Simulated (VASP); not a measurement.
La2O3:

```xyz
5
Lattice="3.8678 0.0000 0.0000 -1.9339 3.3496 0.0000 0.0000 0.0000 6.0215" Properties=species:S:1:pos:R:3 pbc="T T T"
La    1.9339    1.1165    4.5573
La    0.0000    2.2331    1.4642
O     1.9339    1.1165    2.1299
O     0.0000    2.2331    3.8916
O     0.0000    0.0000    0.0000
```

This cell differs from its parent crystal: strain -1.7%.

Base run:

* Program: VASP 6.6.1
* Functional: r2SCAN
* Potentials or basis: VASP PAW PBE potentials, release 64 (La, O)
* Cutoff: 520 eV
* k mesh: 12 × 12 × 4
* Occupations: gaussian, width 0.01 eV
* Spin: no spin polarisation

Its results: band gap on the k mesh 4.31 eV (least direct gap 4.36 eV); pressure 6.9 GPa; largest force 0.031 eV/Å.

The run is repeated on the same cell with these changes: functional from r2SCAN to PBE; occupations from gaussian, width 0.01 eV to fermi-dirac, width 0.02 eV. What comes out?

Band gap on the k mesh 3.88 eV (least direct gap 3.97 eV); pressure 8.2 GPa; largest force 0.045 eV/Å.

Caveats: the cell stands under pressure; spin-orbit coupling is left out, which moves the levels of the heavy elements; the PAW data sets were made with another functional, which shifts forces and pressure a little (at least some runs).

A k mesh can miss the band edges.
